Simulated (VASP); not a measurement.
# Zr (Fd-3m) in VASP: notebook

Zr is run at these levels: PBE; tasks: single point, relaxation of cell and atoms.

Everything below comes from runs of VASP 6.6.1. Logs are shortened: lines on timing, memory, paths and dates and some standing lists are left out, and cuts for length are marked.

## (1) The cell of the first run

The structure is cubic, space group Fd-3m (No. 227). The conventional cell has a = 6.531 Å, b = 6.531 Å, c = 6.531 Å, α = 90.00°, β = 90.00°, γ = 90.00°. Zr (site symmetry -43m) has 4 Zr at 2.83 Å within 3.7 Å.

## (2) Single point, PBE (volume scaled by 1.12)

INCAR reads:

```
SYSTEM = Zr
ALGO = Normal
EDIFF = 1E-7
ENCUT = 520
GGA = PE
ISIF = 2
ISMEAR = -1
LASPH = .TRUE.
LCHARG = .TRUE.
LELF = .TRUE.
LREAL = .FALSE.
LVHAR = .TRUE.
LWAVE = .FALSE.
NBANDS = 19
NELM = 60
PREC = Accurate
SIGMA = 0.1
```

KPOINTS reads:

```
k-points
0
G
  10 10 10
  0 0 0
```

POSCAR reads:

```
Zr
1.0
    0.0000000000      3.2653683651      3.2653683651
    3.2653683651      0.0000000000      3.2653683651
    3.2653683651      3.2653683651      0.0000000000
Zr
2
Direct
    0.1250000000      0.1250000000      0.1250000000
    0.8750000000      0.8750000000      0.8750000000
```

Potentials or basis: VASP PAW PBE potentials, release 64 (Zr_sv).

Started as:

```sh
$ cat potpaw_PBE.64/Zr_sv/POTCAR > POTCAR
$ mpirun -np 1 vasp_std > vasp.out
```

OUTCAR:

```text
SYSTEM = Zr
   EDIFF = 1E-7
   ENCUT = 520
   GGA = PE
   ISIF = 2
   ISMEAR = -1
   LASPH = .TRUE.
   LREAL = .FALSE.
   NELM = 60
   PREC = Accurate

 ion  position               nearest neighbor table
   1  0.125  0.125  0.125-   2 2.83   2 2.83   2 2.83   2 2.83
   2  0.875  0.875  0.875-   1 2.83   1 2.83   1 2.83   1 2.83

  LATTYP: Found a face centered cubic cell.
 ALAT       =     6.5307367302

  Lattice vectors:

 A1 = (   0.0000000000,   3.2653683651,   3.2653683651)
 A2 = (   3.2653683651,   0.0000000000,   3.2653683651)
 A3 = (   3.2653683651,   3.2653683651,   0.0000000000)

Analysis of symmetry for initial positions (statically):
=====================================================================
 Subroutine PRICEL returns:
 Original cell was already a primitive cell.

 Routine SETGRP: Setting up the symmetry group for a
 face centered cubic supercell.

 Subroutine GETGRP returns: Found 48 space group operations
 (whereof 12 operations were pure point group operations)
 out of a pool of 48 trial point group operations.

The static configuration has the point symmetry D_3d.
 The point group associated with its full space group is O_h .

Analysis of symmetry for dynamics (positions and initial velocities):
=====================================================================
 Subroutine PRICEL returns:
 Original cell was already a primitive cell.

 Routine SETGRP: Setting up the symmetry group for a
 face centered cubic supercell.

 Subroutine GETGRP returns: Found 48 space group operations
 (whereof 12 operations were pure point group operations)
 out of a pool of 48 trial point group operations.

The dynamic configuration has the point symmetry D_3d.
 The point group associated with its full space group is O_h .

 Subroutine INISYM returns: Found 48 space group operations
 (whereof 12 operations are pure point group operations),
 and found     1 'primitive' translations

----------------------------------------------------------------------------------------

                                     Primitive cell

  volume of cell :      69.6348

  direct lattice vectors                    reciprocal lattice vectors
     0.000000000  3.265368365  3.265368365    -0.153122081  0.153122081  0.153122081
     3.265368365  0.000000000  3.265368365     0.153122081 -0.153122081  0.153122081
     3.265368365  3.265368365  0.000000000     0.153122081  0.153122081 -0.153122081

  length of vectors
     4.617928228  4.617928228  4.617928228     0.265215224  0.265215224  0.265215224

  position of ions in fractional coordinates (direct lattice)
     0.125000000  0.125000000  0.125000000
     0.875000000  0.875000000  0.875000000

  ion indices of the primitive-cell ions
   primitive index   ion index
                 1           1
                 2           2

----------------------------------------------------------------------------------------

 KPOINTS: k-points

Automatic generation of k-mesh.
 Grid dimensions read from file:
 generate k-points for:   10   10   10

 Generating k-lattice:

  Cartesian coordinates                     Fractional coordinates (reciprocal lattice)
    -0.015312208  0.015312208  0.015312208     0.100000000  0.000000000  0.000000000
     0.015312208 -0.015312208  0.015312208     0.000000000  0.100000000  0.000000000
     0.015312208  0.015312208 -0.015312208     0.000000000  0.000000000  0.100000000

  Length of vectors
     0.026521522  0.026521522  0.026521522

  Shift w.r.t. Gamma in fractional coordinates (k-lattice)
     0.000000000  0.000000000  0.000000000

 Subroutine IBZKPT returns following result:
 ===========================================

 Found     47 irreducible k-points:

 Following reciprocal coordinates:
            Coordinates               Weight
  0.000000  0.000000  0.000000      1.000000
  0.100000  0.000000  0.000000      8.000000
  0.200000  0.000000  0.000000      8.000000
  0.300000  0.000000  0.000000      8.000000
  0.400000  0.000000  0.000000      8.000000
  0.500000  0.000000  0.000000      4.000000
[... 16 lines left out ...]
  0.300000  0.300000  0.000000      6.000000
  0.400000  0.300000  0.000000     24.000000
 [... further k-points ...]
   k-points           NKPTS =     47   k-points in BZ     NKDIM =     47   number of bands    NBANDS=     19
   number of dos      NEDOS =    301   number of ions     NIONS =      2
   total plane-waves  NPLWV =  46656
   dimension x,y,z NGX =    36 NGY =   36 NGZ =   36
   dimension x,y,z NGXF=    72 NGYF=   72 NGZF=   72
   ions per type =               2
   NGX,Y,Z   is equivalent  to a cutoff of  12.96, 12.96, 12.96 a.u.
   NGXF,Y,Z  is equivalent  to a cutoff of  25.92, 25.92, 25.92 a.u.
 SYSTEM =  Zr
   PREC   = accura    normal or accurate (medium, high low for compatibility)
   ISTART =      0    job   : 0-new  1-cont  2-samecut
   ICHARG =      2    charge: 1-file 2-atom 10-const
   ISPIN  =      1    spin polarized calculation?
   LNONCOLLINEAR =      F non collinear calculations
   LSORBIT =      F    spin-orbit coupling
   LASPH  =      T    aspherical Exc in radial PAW
   ENCUT  =  520.0 eV  38.22 Ry    6.18 a.u.   8.59  8.59  8.59*2*pi/ulx,y,z
   NELM   =     60;   NELMIN=  2; NELMDL= -5     # of ELM steps
   EDIFF  = 0.1E-06   stopping-criterion for ELM
   LREAL  =      F    real-space projection
   EDIFFG = 0.1E-05   stopping-criterion for IOM
   NSW    =      0    number of steps for IOM
   IBRION =     -1    ionic relax: 0-MD 1-quasi-New 2-CG
   NFREE  =      0    steps in history (QN), initial steepest desc. (CG)
   ISIF   =      2    stress and relaxation
   ISYM   =      2    0-nonsym 1-usesym 2-fastsym
   POTIM  = 0.5000    time-step for ionic-motion
   TEBEG  =    0.0;   TEEND  =   0.0 temperature during run
   PSTRESS=    0.0 pullay stress
   NELECT =      24.0000    total number of electrons
   NUPDOWN=      -1.0000    fix difference up-down
   EMIN   =  10.00;   EMAX   =-10.00  energy-range for DOS
   EFERMI =   0.00;   METHOD = LEGACY
   ISMEAR =    -1;   SIGMA  =   0.10  broadening in eV -4-tet -1-fermi 0-gaus
   EFERMI_NEDOS =   21; number of points for ismear=-14 and -15
   IALGO  =     38    algorithm
   IMIX   =      4    mixing-type and parameters
     AMIX     =   0.40;   BMIX     =  1.00
     AMIX_MAG =   1.60;   BMIX_MAG =  1.00
  volume/ion in A,a.u.               =      34.82       234.96
  Fermi-wavevector in a.u.,A,eV,Ry     =   1.147809  2.169045 17.925215  1.317466
  Thomas-Fermi vector in A             =   2.284487
   LORBIT       =      0    0 simple, 1 ext, 2 COOP (PROOUT), +10 PAW based schemes
   GGA     = PE    functional components
   LHFCALC =     F    Hartree Fock is set to
   AEXX    =    0.0000 exact exchange contribution
   IVDW    =     0    specifies the selected vdW correction
   LEPSILON=     F    determine dielectric tensor
   LRPA    =     F    only Hartree local field effects (RPA)
 non-spin polarized calculation
  energy-cutoff  :      520.00
  volume of cell :       69.63
 maximum number of plane-waves:      1895
 NGX is ok and might be reduce to    36
   NGX = 17   NGY = 17   NGZ = 17

 number of electron      24.0000000 magnetization

 Free energy of the ion-electron system (eV)
  ---------------------------------------------------
  ext. energy  EPLUGINS =         0.00000000
  ---------------------------------------------------
  free energy    TOTEN  =       -12.24070081 eV

  energy without entropy =      -12.04498009  energy(sigma->0) =      -12.14284045

 E-fermi :   4.6249     XC(G=0):  -9.0521

 val. band max:        4.6083464697   @ k =   0.0000   0.0000   0.0000
 cond. band min:       4.6264579812   @ k =   0.2000   0.1000   0.0000
 fundamental gap:      0.0181115115
 Fermi energy:         4.6249110736

 k-point     1 :       0.0000    0.0000    0.0000
  band No.  band energies     occupation
      1     -44.3049      2.00000
      2     -43.9295      2.00000
      3     -22.5736      2.00000
      4     -22.5736      2.00000
      5     -22.5736      2.00000
      6     -21.8433      2.00000
[... 11 lines left out ...]
     18       9.4509      0.00000
     19       9.4509      0.00000

 k-point     2 :       0.1000    0.0000    0.0000
  band No.  band energies     occupation
      1     -44.2982      2.00000
      2     -43.9366      2.00000
      3     -22.5823      2.00000
      4     -22.5823      2.00000
      5     -22.5727      2.00000
      6     -21.8448      2.00000
[... 11 lines left out ...]
     18       9.4236      0.00000
     19       9.4236      0.00000

 k-point     3 :       0.2000    0.0000    0.0000
  band No.  band energies     occupation
      1     -44.2793      2.00000
      2     -43.9563      2.00000
      3     -22.6044      2.00000
      4     -22.6044      2.00000
      5     -22.5709      2.00000
      6     -21.8486      2.00000
[... 11 lines left out ...]
     18       9.3299      0.00000
     19       9.3299      0.00000

 k-point     4 :       0.3000    0.0000    0.0000
  band No.  band energies     occupation
      1     -44.2521      2.00000
      2     -43.9844      2.00000
      3     -22.6299      2.00000
      4     -22.6299      2.00000
      5     -22.5694      2.00000
      6     -21.8523      2.00000
[... 11 lines left out ...]
     18       9.1406      0.00000
     19       9.1406      0.00000

 k-point     5 :       0.4000    0.0000    0.0000
  band No.  band energies     occupation
      1     -44.2250      2.00000
      2     -44.0123      2.00000
      3     -22.6494      2.00000
      4     -22.6494      2.00000
      5     -22.5687      2.00000
      6     -21.8547      2.00000
[... 11 lines left out ...]
     18       8.8580      0.00000
     19       8.8580      0.00000
[... 334 lines left out ...]
      2     -44.0250      2.00000
      3     -22.7214      2.00000
      4     -22.6567      2.00000
      5     -22.4670      2.00000
      6     -21.9532      2.00000
[... 11 lines left out ...]
     18       7.8809      0.00000
     19       9.4881      0.00000

 k-point    22 :      -0.2000    0.2000    0.0000
  band No.  band energies     occupation
      1     -44.2412      2.00000
      2     -43.9956      2.00000
      3     -22.6904      2.00000
      4     -22.6309      2.00000
      5     -22.5062      2.00000
      6     -21.9138      2.00000
[... 11 lines left out ...]
     18       8.3763      0.00000
     19       9.5983      0.00000

 k-point    23 :       0.3000    0.3000    0.0000
  band No.  band energies     occupation
      1     -44.2289      2.00000
      2     -44.0083      2.00000
      3     -22.6896      2.00000
      4     -22.6896      2.00000
      5     -22.4272      2.00000
      6     -22.0011      2.00000
[... 11 lines left out ...]
     18       7.9737      0.00000
     19       9.5920      0.00000

 k-point    24 :       0.4000    0.3000    0.0000
  band No.  band energies     occupation
      1     -44.2021      2.00000
      2     -44.0358      2.00000
      3     -22.7148      2.00000
      4     -22.7079      2.00000
      5     -22.3832      2.00000
      6     -22.0458      2.00000
[... 11 lines left out ...]
     18       7.7734      0.00000
     19       9.4931      0.00000

 [... further k-points ...]
[... 5 lines left out ...]
  --------------------------------------------------------------------------------------
  -------------------------------------------------------------------------------------
  Total       -1.2625943     -1.2625943     -1.2625943      0.0000000      0.0000000     -0.0000000
  in kB      -29.0501153    -29.0501153    -29.0501153      0.0000000      0.0000000     -0.0000000
  external PRESSURE =     -29.0501153 kB  Pullay stress =       0.0000000 kB

 VOLUME and BASIS-vectors are now :
 -----------------------------------------------------------------------------
  energy-cutoff  :      520.00
  volume of cell :       69.63
      direct lattice vectors                 reciprocal lattice vectors
     0.000000000  3.265368365  3.265368365    -0.153122081  0.153122081  0.153122081
     3.265368365  0.000000000  3.265368365     0.153122081 -0.153122081  0.153122081
     3.265368365  3.265368365  0.000000000     0.153122081  0.153122081 -0.153122081

 POSITION                                       TOTAL-FORCE (eV/Angst)
 -----------------------------------------------------------------------------------
      0.81634      0.81634      0.81634        -0.000000      0.000000     -0.000000
      5.71439      5.71439      5.71439         0.000000     -0.000000      0.000000
 -----------------------------------------------------------------------------------
    total drift:                               -0.000000      0.000000      0.000000

  FREE ENERGIE OF THE ION-ELECTRON SYSTEM (eV)
  ---------------------------------------------------
  free  energy   TOTEN  =       -12.2407008107 eV

  energy  without entropy=      -12.0449800948  energy(sigma->0) =      -12.14284045
```

Wall time 83 s (1 thread of Intel Xeon 6975P-C, shared host); peak memory 0.22 GiB.

Results:

```yaml
Free_energy: -12.2407 eV
Pressure: -2.9 GPa
Band_gap_on_the_k_mesh: zero (band 12 reaches 4.70 eV, above the bottom of band 13 at 4.55 eV)
```

[end of part 1 of 2]
